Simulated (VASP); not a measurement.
Here is a VASP 6.6.1 calculation.

File INCAR:

```
SYSTEM = BiTe
  PREC = Accurate
  ENCUT = 520
  EDIFF = 1E-7
  ISMEAR = 0
  SIGMA = 0.05
  LREAL = .FALSE.
  LASPH = .TRUE.
  NELM = 150
  ALGO = Normal
  ISIF = 2
  LWAVE = .FALSE.
  LCHARG = .FALSE.
  ISPIN = 2
  MAGMOM = 0.5 0.5
  LORBIT = 11
  GGA = PE
  NBANDS = 22
```

KPOINTS

```
regular mesh
0
G
  1 1 21
  0 0 0
```

POSCAR

```
BiTe
1.0
   11.6000000000      0.0000000000      0.0000000000
    0.0000000000      9.3000000000      0.0000000000
    0.0000000000      0.0000000000      3.1016392295
Bi Te
1 1
Direct
    0.3864884797      0.5000000000      0.0000000000
    0.6135115203      0.5000000000      0.5000000000
```

Potentials or basis: VASP PAW PBE potentials, release 64 (Bi_d, Te).

The run is started by

```console
$ cat potpaw_PBE.64/Bi_d/POTCAR potpaw_PBE.64/Te/POTCAR > POTCAR
$ mpirun -np 1 vasp_std > vasp.out
```

(1) What does it give for the largest force?

(2) Predict the net moment.

Answers

(1) 0.106 eV/Å.

(2) 0.00 μB per cell.
